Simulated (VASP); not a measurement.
Crystal: Cd2S.

```
Cd S
1.0
    -3.71649    3.71649    2.89543
     3.71649   -3.71649    2.89543
     3.71649    3.71649   -2.89543
Cd S
4 2
Direct
  0.00000 0.33333 0.33333
  0.00000 0.66667 0.66667
  0.33333 0.00000 0.33333
  0.66667 0.00000 0.66667
  0.66667 0.66667 0.00000
  0.33333 0.33333 0.00000
```

The cell was generated, and may not be a known phase.

```yaml
Program: VASP 6.6.1
Task: relaxation of cell and atoms
Functional: PBE
Potentials_or_basis: VASP PAW PBE potentials, release 64 (Cd, S)
Cutoff: 600 eV
k_mesh: 4 × 4 × 4
Occupations: gaussian, width 0.1 eV
Spin: no spin polarisation
```

At the start: pressure 3.5 GPa; volume 26.66 Å³/atom.

**Question.** Where does the relaxation end?

**Answer.** Over 30 steps the energy falls by 306.5 meV/atom and the volume is 28.93 Å³/atom (+8.5 %); space group I4/mmm (No. 139, to 0.1 Å) before and after.

The path:
| step | energy change (eV) | largest force (eV/Å) | pressure (GPa) | volume (Å³) |
| --- | --- | --- | --- | --- |
| 1 | 0.0000 | 2.5923 | 3.51 | 159.97 |
| 2 | -0.8169 | 0.4068 | -2.71 | 173.88 |
| 3 | -0.8181 | 0.4974 | -2.50 | 172.84 |
| 4 | -0.9909 | 0.2394 | -1.33 | 163.30 |
| 5 | -1.0417 | 0.2149 | 0.10 | 155.86 |
| 6 | -1.0773 | 0.2698 | 0.23 | 154.72 |
| 7 | -1.1844 | 0.4398 | 0.82 | 151.08 |
| 8 | -1.2050 | 0.8804 | 4.54 | 142.86 |
| 9 | -1.2096 | 0.9176 | 2.67 | 146.17 |
| 10 | -1.2252 | 0.9347 | 3.56 | 144.32 |
| 11 | -1.2337 | 0.9266 | 3.64 | 144.34 |
| 12 | -1.2563 | 0.9184 | 3.89 | 144.40 |
| 13 | -1.2797 | 0.8954 | 4.33 | 144.46 |
| 14 | -1.3116 | 0.9132 | 4.01 | 145.32 |
| 15 | -1.3976 | 0.9250 | 3.18 | 147.90 |
| 16 | -1.5246 | 0.9320 | 1.68 | 153.15 |
| 17 | -1.6433 | 1.0367 | -0.54 | 163.95 |
| 18 | -1.6509 | 1.0648 | -0.95 | 166.61 |
| 19 | -1.7091 | 0.8898 | -0.78 | 167.05 |
| 20 | -1.8106 | 0.2641 | -0.14 | 168.33 |
| 21 | -1.8171 | 0.1863 | 0.14 | 168.79 |
| 22 | -1.8172 | 0.1770 | 0.09 | 168.74 |
| 23 | -1.8238 | 0.0836 | 0.13 | 169.12 |
| 24 | -1.8288 | 0.1106 | 0.23 | 169.86 |
| 25 | -1.8332 | 0.1016 | 0.10 | 170.98 |
| 26 | -1.8365 | 0.0891 | -0.04 | 172.37 |
| 27 | -1.8357 | 0.1856 | -0.28 | 175.16 |
| 28 | -1.8373 | 0.1218 | -0.12 | 173.45 |
| 29 | -1.8391 | 0.0522 | 0.07 | 173.59 |
| 30 | -1.8392 | 0.0385 | 0.04 | 173.57 |

Final structure:
```
CELL_PARAMETERS angstrom
-3.43377 3.43377 3.68024
3.43377 -3.43377 3.68024
3.43377 3.43377 -3.68024
ATOMIC_POSITIONS crystal
Cd 0.00000 0.30686 0.30686
Cd 0.00000 0.69314 0.69314
Cd 0.30686 0.00000 0.30686
Cd 0.69314 0.00000 0.69314
S 0.76386 0.76386 0.00000
S 0.23614 0.23614 0.00000
```
